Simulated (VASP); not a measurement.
Write the native input for VASP 6.6.1 that does the following.

```yaml
Task: single point
Functional: RPBE
Potentials_or_basis: VASP PAW PBE potentials, release 64 (Fe)
Cutoff: 520 eV
k_mesh: 12 × 12 × 12
Occupations: fermi-dirac, width 0.1 eV
Spin: no spin polarisation
Dipole_correction: no
Further_INCAR_settings: ALGO = Normal; EDIFF = 1e-07; NBANDS = 15
```

The structure of Fe lies in POSCAR:

```
Fe
1.0
    0.0000000000      2.5529795978      2.5529795978
    2.5529795978      0.0000000000      2.5529795978
    2.5529795978      2.5529795978      0.0000000000
Fe
2
Direct
    0.1250000000      0.1250000000      0.1250000000
    0.8750000000      0.8750000000      0.8750000000
```

This cell differs from its parent crystal: volume scaled by 1.12.

One way to write it, as run:

INCAR

```
SYSTEM = Fe
  ALGO = Normal
  EDIFF = 1E-7
  ENCUT = 520
  GGA = RP
  ISIF = 2
  ISMEAR = -1
  LASPH = .True.
  LCHARG = .False.
  LREAL = .False.
  LWAVE = .False.
  NBANDS = 15
  NELM = 100
  PREC = Accurate
  SIGMA = 0.1
```

KPOINTS

```
k-points
0
Gamma
  12 12 12
  0 0 0
```

Potentials or basis: VASP PAW PBE potentials, release 64 (Fe).

The run is started by

```console
$ cat potpaw_PBE.64/Fe/POTCAR > POTCAR
$ mpirun -np 1 vasp_std > vasp.out
```

It gave:

- Pressure: -13.0 GPa
- Band gap on the k mesh: zero (band 8 reaches 2.85 eV, above the bottom of band 9 at 2.30 eV)

Caveat: the PAW data sets were made with another functional, which shifts forces and pressure a little; the run has no spin polarisation, though such a crystal can be magnetic.

Wall time 16 s on 1 thread of Intel(R) Xeon(R) 6975P-C (Granite Rapids) (shared host), peak memory 0.17 GiB.
